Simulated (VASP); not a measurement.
Runs of VASP 6.6.1 on Bi2Te2Se. The structure is that of space group R-3m (No. 166), or close to it. The cells are those of the table. 

| cell | gap on the mesh (eV) | pressure (GPa) | largest force (eV/Å) |
| --- | --- | --- | --- |
| a = 11.158 Å, angles 22.9°, 5 atoms | 0.44 | -4.4 | 0.57 |
| a = 10.679 Å, angles 22.9°, 5 atoms | 0.36 | 1.4 | 0.47 |
| a = 11.066 Å, angles 22.9°, 5 atoms | 0.42 | -3.6 | 0.40 |
| a = 10.578 Å, angles 22.9°, 5 atoms | (c) | (a) | 0.75 |
| a = 10.778 Å, angles 22.9°, 5 atoms | 0.38 | -0.1 | 0.22 |
| a = 10.972 Å, angles 22.9°, 5 atoms | (b) | -2.6 | 0.21 |
| a = 10.876 Å, angles 22.9°, 5 atoms | 0.40 | -1.5 | 0.07 |

Alike in all rows: task single point; level PBEsol; potentials or basis VASP PAW PBE potentials, release 64 (Bi_d, Te, Se); no spin polarisation; k mesh 6 × 6 × 6; cutoff (eV) 520; smearing gaussian 0.01 eV.

Q: Estimate the missing entries.

A: (a) 3.2; (b) 0.41; (c) 0.34.

Caveats: the PAW data sets were made with another functional, which shifts forces and pressure a little; spin-orbit coupling is left out, which moves the levels of the heavy elements; the cell stands under tension (at least some runs); the cell stands under pressure (at least some runs).

A k mesh can miss the band edges, and the runs leave out spin-orbit coupling on Bi, Se, Te.
